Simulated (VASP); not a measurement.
# Al15GeO24 (a cell with a defect) in VASP: notebook

Al15GeO24 (a cell with a defect) is run at these levels: r2SCAN, HSE06; tasks: single point.

Program: VASP 6.6.1. These are calculated values, not measurements. Logs are shortened: lines on timing, memory, paths and dates and some standing lists are left out, and cuts for length are marked.

### 1 The cell of the first run

The cell holds a defect, 40 atoms: a = 5.181 Å, b = 10.361 Å, c = 10.361 Å, α = 55.29°, β = 55.29°, γ = 55.29°.

### 2 Single point, r2SCAN, collinear spin

POSCAR

```
Al15GeO24
1.0
    2.4039417622      1.3879164235      4.3742070937
   -4.8078835245      2.7758328471      8.7484141875
    0.0000000000     -5.5516656942      8.7484141875
Al Ge O
15 1 24
Direct
    0.6599621073      0.3247265379      0.3220482564
    0.1487951277      0.0750157175      0.0736985040
    0.3543090196      0.1748879486      0.1751377845
    0.6479677952      0.3208487434      0.8296110781
    0.8506979836      0.4268281543      0.9272336757
    0.1550550577      0.0683395594      0.5756937635
    0.3565249228      0.1726355433      0.6781270741
    0.6425927044      0.8293790143      0.3236018244
    0.8560371821      0.9262604021      0.4251507115
    0.1492837635      0.5760142169      0.0706146067
    0.3501598877      0.6801538658      0.1730004222
    0.6483116558      0.8231598311      0.8239288809
    0.8520118336      0.9263037019      0.9261096479
    0.1391550707      0.5743481054      0.5752115032
    0.3476932729      0.6758532446      0.6785381526
    0.8642082916      0.4291862694      0.4320789439
    0.4453928762      0.0275155988      0.3743311190
    0.9480336005      0.1243502803      0.2774538701
    0.0605603832      0.3762478216      0.2117187637
    0.7504305558      0.2218631993      0.0282765005
    0.2847158613      0.2617288392      0.4740171915
    0.5519401398      0.4722057251      0.1260350210
    0.4449130407      0.0275881855      0.8756064851
    0.9455427811      0.1245855018      0.7777556997
    0.0539703041      0.3738776503      0.7213891041
    0.7593412280      0.2118718742      0.5302011074
    0.2491384207      0.2773012964      0.9718274917
    0.5270402350      0.4719811245      0.6417909808
    0.4191020243      0.5286786846      0.3762990086
    0.9416685171      0.6435894384      0.2615010525
    0.0578450403      0.8777250298      0.2214757232
    0.7493526852      0.7228036378      0.0269038141
    0.2514089153      0.7759181635      0.4721739593
    0.5573328949      0.9743533504      0.1234064946
    0.4450200697      0.5284899455      0.8755632499
    0.9374004148      0.6256420184      0.7793825584
    0.0559898529      0.8734115516      0.7229189052
    0.7463916916      0.7212773776      0.5273060593
    0.2521665898      0.7804863486      0.9681795735
    0.5599793971      0.9658093759      0.6267255799
```

INCAR.step1

```
  PREC = Accurate
  ENCUT = 520
  ISMEAR = -1
  SIGMA = 0.01
  LREAL = Auto
  LASPH = True
  NELM = 150
  ISPIN = 2
  MAGMOM = 0 0 0 0 0 0 0 0 0 0 0 0 0 0 0 0.24 0 0 0.06 0 0.12 0 0 0 0 0.06 0 0.12 0.06 0.14 0 0 0 0 0 0.01 0 0 0 0.01
  NUPDOWN = 1.0
  NBANDS = 132
  GGA = PE
  ALGO = Normal
  EDIFF = 1E-4
  LWAVE = True
  LCHARG = False
```

INCAR.step2

```
  PREC = Accurate
  ENCUT = 520
  EDIFF = 1E-6
  ISMEAR = -1
  SIGMA = 0.01
  LREAL = Auto
  LASPH = True
  NELM = 150
  ALGO = Normal
  ISIF = 2
  LWAVE = False
  LCHARG = False
  ISPIN = 2
  MAGMOM = 0 0 0 0 0 0 0 0 0 0 0 0 0 0 0 0.24 0 0 0.06 0 0.12 0 0 0 0 0.06 0 0.12 0.06 0.14 0 0 0 0 0 0.01 0 0 0 0.01
  LORBIT = 11
  NUPDOWN = 1.0
  METAGGA = R2SCAN
  LMIXTAU = True
  NBANDS = 132
  ISTART = 1
```

KPOINTS

```
Automatic mesh
0
Gamma
  1 1 1
  0.25 0.25 0.25
```

Potentials or basis: VASP PAW PBE potentials, release 64 (Al, Ge_d, O).

Started as:

```
$ cat potpaw_PBE.64/Al/POTCAR potpaw_PBE.64/Ge_d/POTCAR potpaw_PBE.64/O/POTCAR > POTCAR
$ cp INCAR.step1 INCAR
$ mpirun -np 1 vasp_std > vasp.out
$ cp INCAR.step2 INCAR
$ mpirun -np 1 vasp_std > vasp.out
```

OUTCAR:

```text
PREC = Accurate
   ENCUT = 520
   EDIFF = 1E-6
   ISMEAR = -1
   LREAL = Auto
   LASPH = True
   NELM = 150
   ISIF = 2
   ISPIN = 2
   LORBIT = 11
   NUPDOWN = 1.0
   METAGGA = R2SCAN
   ISTART = 1

 ion  position               nearest neighbor table
   1  0.660  0.325  0.322-  21 1.86  18 1.88  22 1.89  19 1.94  29 1.97  26 2.00  16 2.77   3 2.79
                            11 2.85   7 2.86   5 3.24   9 3.26
   2  0.149  0.075  0.074-  31 1.86  20 1.87  23 1.87  27 1.97  18 1.98  34 1.99   3 2.66   9 2.81
                            13 2.82   5 2.82  11 3.23   7 3.24   3 3.25
   3  0.354  0.175  0.175-  19 1.85  20 1.87  17 1.87  34 1.96  18 1.98  27 1.99   2 2.66   8 2.77
                             4 2.77   1 2.79   2 3.25   6 3.27  10 3.28
   4  0.648  0.321  0.830-  28 1.85  27 1.87  24 1.88  20 1.95  25 1.98  35 2.00   5 2.67   3 2.77
                             7 2.84  15 2.85  13 3.23   5 3.26
   5  0.851  0.427  0.927-  36 1.86  22 1.87  27 1.87  35 1.98  20 2.00  25 2.02   4 2.67  10 2.81
                            14 2.81   2 2.82  12 3.24   1 3.24   4 3.26
   6  0.155  0.068  0.576-  37 1.86  26 1.86  17 1.87  40 1.97  21 1.97  24 2.00   7 2.69   9 2.80
                            13 2.81  16 2.88  15 3.21   7 3.26   3 3.27
   7  0.357  0.173  0.678-  23 1.85  26 1.87  25 1.88  21 1.94  24 1.99  40 2.02   6 2.69  12 2.80
                             4 2.84   1 2.86   2 3.24   6 3.26  14 3.27
   8  0.643  0.829  0.324-  30 1.84  34 1.87  33 1.88  17 1.94  38 1.98  31 2.01   9 2.67   3 2.77
                            11 2.84  15 2.85   9 3.22  13 3.25
   9  0.856  0.926  0.425-  18 1.87  40 1.87  33 1.87  31 1.97  17 2.00  38 2.02   8 2.67   6 2.80
                            14 2.81   2 2.81   8 3.22  12 3.25   1 3.26
  10  0.149  0.576  0.071-  35 1.85  19 1.87  32 1.87  30 1.96  22 1.99  39 2.00  11 2.69  13 2.80
                             5 2.81  16 2.88  15 3.21  11 3.26   3 3.28
  11  0.350  0.680  0.173-  32 1.86  29 1.87  31 1.87  30 1.94  39 1.99  22 2.01  10 2.69  12 2.79
                             8 2.84   1 2.85   2 3.23  10 3.26  14 3.28
  12  0.648  0.823  0.824-  40 1.85  39 1.85  36 1.86  32 1.98  37 1.99  23 2.00  13 2.69  11 2.79
                             7 2.80  15 2.80   5 3.24  13 3.25   9 3.25
  13  0.852  0.926  0.926-  39 1.87  34 1.87  24 1.87  23 1.98  32 1.99  37 1.99  12 2.69  10 2.80
                             6 2.81   2 2.82   4 3.23  12 3.25   8 3.25
  14  0.139  0.574  0.575-  38 1.86  29 1.87  25 1.87  28 1.99  33 1.99  36 1.99  15 2.70   9 2.81
                             5 2.81  16 2.89  15 3.23   7 3.27  11 3.28
  15  0.348  0.676  0.679-  37 1.86  35 1.87  38 1.88  28 1.94  36 2.00  33 2.00  14 2.70  12 2.80
                             8 2.85   4 2.85  10 3.21   6 3.21  14 3.23
  16  0.864  0.429  0.432-  21 1.96  28 1.97  30 1.99  26 2.13  19 2.17  29 2.20   1 2.77   6 2.88
                            10 2.88  14 2.89
  17  0.445  0.028  0.374-   6 1.87   3 1.87   8 1.94   9 2.00
  18  0.948  0.124  0.277-   9 1.87   1 1.88   3 1.98   2 1.98
  19  0.061  0.376  0.212-   3 1.85  10 1.87   1 1.94  16 2.17
  20  0.750  0.222  0.028-   3 1.87   2 1.87   4 1.95   5 2.00
  21  0.285  0.262  0.474-   1 1.86   7 1.94  16 1.96   6 1.97
  22  0.552  0.472  0.126-   5 1.87   1 1.89  10 1.99  11 2.01
[... 16 lines left out ...]
  39  0.252  0.780  0.968-  12 1.85  13 1.87  11 1.99  10 2.00
  40  0.560  0.966  0.627-  12 1.85   9 1.87   6 1.97   7 2.02

  LATTYP: Found a base centered monoclinic cell.
 ALAT       =    14.1357249094
 B/A-ratio  =     0.6802457681
 C/A-ratio  =     0.3664920514
 COS(beta)  =    -0.1016821369

  Lattice vectors:

 A1 = (   7.2118252867,  -1.3879164236,  -4.3742070938)
 A2 = (   2.4039417622,   6.9395821177,  -4.3742070938)
 A3 = (   2.4039417622,   1.3879164235,   4.3742070937)

Analysis of symmetry for initial positions (statically):
=====================================================================
 Subroutine PRICEL returns:
 Original cell was already a primitive cell.

 Routine SETGRP: Setting up the symmetry group for a
 base centered monoclinic supercell.

 Subroutine GETGRP returns: Found  1 space group operations
 (whereof  1 operations were pure point group operations)
 out of a pool of  4 trial point group operations.

The static configuration has the point symmetry C_1 .

Analysis of symmetry for dynamics (positions and initial velocities):
=====================================================================
 Subroutine PRICEL returns:
 Original cell was already a primitive cell.

 Routine SETGRP: Setting up the symmetry group for a
 base centered monoclinic supercell.

 Subroutine GETGRP returns: Found  1 space group operations
 (whereof  1 operations were pure point group operations)
 out of a pool of  4 trial point group operations.

The dynamic configuration has the point symmetry C_1 .

Analysis of structural, dynamic, and magnetic symmetry:
=====================================================================
[... 155 lines left out ...]
   ICHARG =      0    charge: 1-file 2-atom 10-const
   ISPIN  =      2    spin polarized calculation?
   LNONCOLLINEAR =      F non collinear calculations
   LSORBIT =      F    spin-orbit coupling
   LASPH  =      T    aspherical Exc in radial PAW
   ENCUT  =  520.0 eV  38.22 Ry    6.18 a.u.   9.63 19.27 19.27*2*pi/ulx,y,z
   NELM   =    150;   NELMIN=  2; NELMDL=  0     # of ELM steps
   EDIFF  = 0.1E-05   stopping-criterion for ELM
   LREAL  =      T    real-space projection
   EDIFFG = 0.1E-04   stopping-criterion for IOM
   NSW    =      0    number of steps for IOM
[... 5 lines left out ...]
   TEBEG  =    0.0;   TEEND  =   0.0 temperature during run
   PSTRESS=    0.0 pullay stress
   NELECT =     203.0000    total number of electrons
   NUPDOWN=       1.0000    fix difference up-down
   EMIN   =  10.00;   EMAX   =-10.00  energy-range for DOS
   EFERMI =   0.00;   METHOD = LEGACY
   ISMEAR =    -1;   SIGMA  =   0.01  broadening in eV -4-tet -1-fermi 0-gaus
   EFERMI_NEDOS =   21; number of points for ismear=-14 and -15
   IALGO  =     38    algorithm
   IMIX   =      4    mixing-type and parameters
     AMIX     =   0.40;   BMIX     =  1.00
     AMIX_MAG =   1.60;   BMIX_MAG =  1.00
  volume/ion in A,a.u.               =       8.76        59.09
  Fermi-wavevector in a.u.,A,eV,Ry     =   1.364921  2.579327 25.347786  1.863010
  Thomas-Fermi vector in A             =   2.491195
   LORBIT       =     11    0 simple, 1 ext, 2 COOP (PROOUT), +10 PAW based schemes
   METAGGA = R2SCAN    functional components
   LHFCALC =     F    Hartree Fock is set to
   AEXX    =    0.0000 exact exchange contribution
   IVDW    =     0    specifies the selected vdW correction
   LEPSILON=     F    determine dielectric tensor
   LRPA    =     F    only Hartree local field effects (RPA)
 spin polarized calculation
  energy-cutoff  :      520.00
  volume of cell :      350.27
 maximum number of plane-waves:      9444
 NGX is ok and might be reduce to    40
   NGX = 19   NGY = 39   NGZ = 39

 number of electron     203.0000009 magnetization       1.0000000

 Free energy of the ion-electron system (eV)
  ---------------------------------------------------
  ext. energy  EPLUGINS =         0.00000000
  ---------------------------------------------------
  free energy    TOTEN  =      -385.24507709 eV

  energy without entropy =     -385.24507709  energy(sigma->0) =     -385.24507709

 E-fermi :   5.6269     XC(G=0): -12.1987

 val. band max:        9.3755508014   @ k =   0.2500   0.2500   0.2500
 cond. band min:      10.2775249666   @ k =   0.2500   0.2500   0.2500
 fundamental gap:      0.9019741653
 Fermi energy:         9.6200382498

 spin component 1

 k-point     1 :       0.2500    0.2500    0.2500
  band No.  band energies     occupation
      1     -17.5986      1.00000
      2     -17.5877      1.00000
      3     -17.5139      1.00000
      4     -17.4762      1.00000
      5     -17.4702      1.00000
      6     -14.4539      1.00000
[... 105 lines left out ...]
    112      16.1148      0.00000
    113      16.2511      0.00000
 Fermi energy:         5.6268624500

 spin component 2

 k-point     1 :       0.2500    0.2500    0.2500
  band No.  band energies     occupation
      1     -17.4486      1.00000
      2     -17.4387      1.00000
      3     -17.3380      1.00000
      4     -17.3116      1.00000
      5     -17.3062      1.00000
      6     -14.4008      1.00000
[... 105 lines left out ...]
    112      16.1369      0.00000
    113      16.2828      0.00000
 [bands above 113 left out]

------------------------ aborting loop because EDIFF is reached ----------------------------------------

  FORCE on cell =-STRESS in cart. coord.  units (eV):
  Direction    XX          YY          ZZ          XY          YZ          ZX
  --------------------------------------------------------------------------------------
  -------------------------------------------------------------------------------------
  Total       -5.8908542     -5.4236254     -7.9217616     -0.4547355     -0.2663130     -0.0028500
  in kB      -26.9457959    -24.8086098    -36.2355213     -2.0800398     -1.2181621     -0.0130363
  external PRESSURE =     -29.3299757 kB  Pullay stress =       0.0000000 kB

 VOLUME and BASIS-vectors are now :
 -----------------------------------------------------------------------------
  energy-cutoff  :      520.00
  volume of cell :      350.27
      direct lattice vectors                 reciprocal lattice vectors
     2.403941762  1.387916424  4.374207094     0.207991728  0.120084080  0.076204287
    -4.807883525  2.775832847  8.748414187    -0.103995864  0.060042040  0.038102144
     0.000000000 -5.551665694  8.748414187    -0.000000000 -0.120084080  0.038102144

 POSITION                                       TOTAL-FORCE (eV/Angst)
 -----------------------------------------------------------------------------------
      0.02526      0.02945      8.54506        -0.004764     -0.017238      0.010157
     -0.00297      0.00560      1.95187        -0.001860     -0.004756      0.045936
      0.01090      0.00490      4.61199        -0.008682      0.003722     -0.037041
      0.01507     -2.81578     12.89904        -0.027411      0.012296      0.029689
     -0.00711     -2.78219     15.56702        -0.007802     -0.006136     -0.044841
      0.04417     -2.79116      6.31251         0.003649      0.016774      0.045472
[... 32 lines left out ...]
     -3.14629     -2.85852     16.40108         0.013405     -0.013019      0.006500
     -3.29734     -0.02124     16.38162        -0.025289     -0.001939      0.008192
 -----------------------------------------------------------------------------------
    total drift:                               -0.010580     -0.001528      0.010525

  FREE ENERGIE OF THE ION-ELECTRON SYSTEM (eV)
  ---------------------------------------------------
  free  energy   TOTEN  =      -385.2450770869 eV

  energy  without entropy=     -385.2450770869  energy(sigma->0) =     -385.24507709

 total charge

# of ion       s       p       d       tot
------------------------------------------
    1        0.297   0.389   0.000   0.686
    2        0.300   0.392   0.000   0.692
    3        0.301   0.395   0.000   0.697
    4        0.300   0.395   0.000   0.695
    5        0.299   0.387   0.000   0.685
    6        0.300   0.393   0.000   0.693
[... 32 lines left out ...]
   39        1.552   3.663   0.000   5.216
   40        1.552   3.662   0.000   5.214
--------------------------------------------------
tot         42.974  94.341  10.227 147.541

 magnetization (x)

# of ion       s       p       d       tot
------------------------------------------
    1       -0.000  -0.001   0.000  -0.001
    2        0.001   0.000   0.000   0.001
    3        0.001   0.001   0.000   0.002
    4        0.000   0.000   0.000   0.000
    5        0.000  -0.000   0.000   0.000
    6       -0.000  -0.001   0.000  -0.001
[... 32 lines left out ...]
   39        0.001   0.003   0.000   0.004
   40        0.001   0.005   0.000   0.006
--------------------------------------------------
tot          0.423   0.470  -0.001   0.892
```

Run time: 18 min. Hardware: 1 thread of Oxide Virtual Turin-like, shared host; peak memory 0.84 GiB.

Results:

```yaml
Free_energy: -385.2451 eV
Pressure: -2.9 GPa
Largest_force: 0.069 eV/Å
Net_moment: 1.00 μB per cell
Site_moments: Al -0.00, +0.00 (each value once); Ge +0.35; O -0.00, +0.00, +0.05, +0.11, +0.06, +0.12, +0.01 (each value once) μB
Valence_electrons_inside_the_program's_atomic_spheres: Al 0.69, 0.70, 0.68 (each value once); Ge 12.26; O 5.21, 5.19, 5.20, 5.18, 5.17, 5.22 (each value once)
```

Forces in eV/Å, atoms in the order of the input:
```
Al  -0.005 -0.017  0.010
Al  -0.002 -0.005  0.046
Al  -0.009  0.004 -0.037
Al  -0.027  0.012  0.030
Al  -0.008 -0.006 -0.045
Al   0.004  0.017  0.045
Al  -0.001  0.021 -0.058
Al   0.027  0.009  0.022
Al   0.000  0.006 -0.047
Al  -0.007 -0.014  0.048
Al  -0.012 -0.028 -0.058
Al   0.008 -0.003  0.026
Al   0.002 -0.003 -0.047
Al   0.011  0.001  0.036
Al   0.020 -0.008 -0.058
Ge   0.042 -0.033  0.006
O    0.046 -0.007 -0.016
O    0.028  0.036  0.005
O   -0.003 -0.044 -0.006
O   -0.018  0.035 -0.016
O   -0.048 -0.048 -0.007
O   -0.024  0.023 -0.010
O    0.023  0.010 -0.002
O    0.019  0.016  0.000
O   -0.017 -0.030 -0.002
O   -0.028  0.033  0.047
O    0.020 -0.031  0.006
O    0.001  0.032  0.006
O    0.023  0.011  0.009
O    0.026  0.038  0.030
O   -0.019 -0.014  0.008
O   -0.019  0.033 -0.006
O   -0.008 -0.024 -0.003
O   -0.041 -0.004  0.005
O    0.022 -0.011  0.007
O    0.007  0.012  0.007
O   -0.011 -0.015 -0.001
O   -0.008  0.014  0.004
O    0.013 -0.013  0.006
O   -0.025 -0.002  0.008
```

Stress tensor (GPa, compression positive):
```
-2.69 -0.21  0.00
-0.21 -2.48 -0.12
 0.00 -0.12 -3.62
```

Caveat: the k points lie up to 1.22 Å⁻¹ apart, too coarse for converged energies, forces and pressures; the PAW data sets were made with another functional, which shifts forces and pressure a little; the total moment is fixed, so each spin has its own Fermi level and the state may be an excited one.

(Continued in part 2 of 2.)
